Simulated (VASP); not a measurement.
A run of VASP 6.6.1 is set up as follows.

The input INCAR:

```
SYSTEM = Ti
PREC = Accurate
ENCUT = 500
EDIFF = 1E-7
ISMEAR = 1
SIGMA = 0.1
LREAL = .FALSE.
LASPH = .TRUE.
NELM = 120
ALGO = Normal
ISIF = 3
LWAVE = .FALSE.
LCHARG = .FALSE.
GGA = PS
IBRION = 2
NSW = 80
EDIFFG = -0.03
PSTRESS = 200.0
GGA_COMPAT = .FALSE.
NELMIN = 4
```

Contents of KPOINTS:

```
regular mesh
0
G
  11 11 11
  0 0 0
```

POSCAR

```
Ti
1.0
   -1.6400000000      1.6400000000      1.6400000000
    1.6400000000     -1.6400000000      1.6400000000
    1.6400000000      1.6400000000     -1.6400000000
Ti
1
Direct
    0.0000000000      0.0000000000      0.0000000000
```

Potentials or basis: VASP PAW PBE potentials, release 64 (Ti_sv).

Launch:

```bash
$ cat potpaw_PBE.64/Ti_sv/POTCAR > POTCAR
$ mpirun -np 1 vasp_std > vasp.out
```

**Question.** Estimate the space group after relaxing (to 0.1 Å).

**Answer.** Im-3m (No. 229).

**Question.** What does it give for the band gap on the k mesh?

**Answer.** Zero (bands 6 and 7 overlap by 1.93 eV).

Step by step:
| step | energy change (eV) | largest force (eV/Å) | pressure (GPa) | volume (Å³) |
| --- | --- | --- | --- | --- |
| 1 | 0.0000 | 0.0000 | -7.08 | 17.64 |
| 2 | 1.0151 | 0.0000 | 79.98 | 11.07 |
| 3 | 0.0738 | 0.0000 | 18.04 | 14.46 |
| 4 | 0.0917 | 0.0000 | 19.82 | 14.31 |

Caveat: the cell is relaxed towards a set pressure, so the run minimises the enthalpy, not the energy; the volume moved by over 15 % at a fixed basis, so the end points are rough; the PAW data sets were made with another functional, which shifts forces and pressure a little.
